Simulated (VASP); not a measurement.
A run of VASP 6.6.1 is set up as follows.

File INCAR:

```
PREC = Accurate
ENCUT = 520
EDIFF = 1E-6
ISMEAR = -1
SIGMA = 0.1
LREAL = False
LASPH = True
NELM = 80
ALGO = Normal
ISIF = 2
LWAVE = False
LCHARG = False
GGA = PE
NBANDS = 13
```

KPOINTS

```
regular mesh
0
Gamma
  19 19 19
```

Contents of POSCAR:

```
W
1.0
    2.7061998572      0.0000000000      0.0000000000
    0.0000000000      2.7061998572      0.0000000000
    0.0000000000      0.0000000000      2.7061998572
W
1
Direct
    0.0000000000      0.0000000000      0.0000000000
```

Potentials or basis: VASP PAW PBE potentials, release 64 (W_sv).

Launch:

```sh
$ cat potpaw_PBE.64/W_sv/POTCAR > POTCAR
$ mpirun -np 1 vasp_std > vasp.out
```

Estimate the pressure.

-13.4 GPa.

What does it give for the band gap on the k mesh?

Zero (bands 7 and 8 overlap by 2.50 eV).

Caveat: the cell stands under tension; spin-orbit coupling is left out, which moves the levels of the heavy elements.
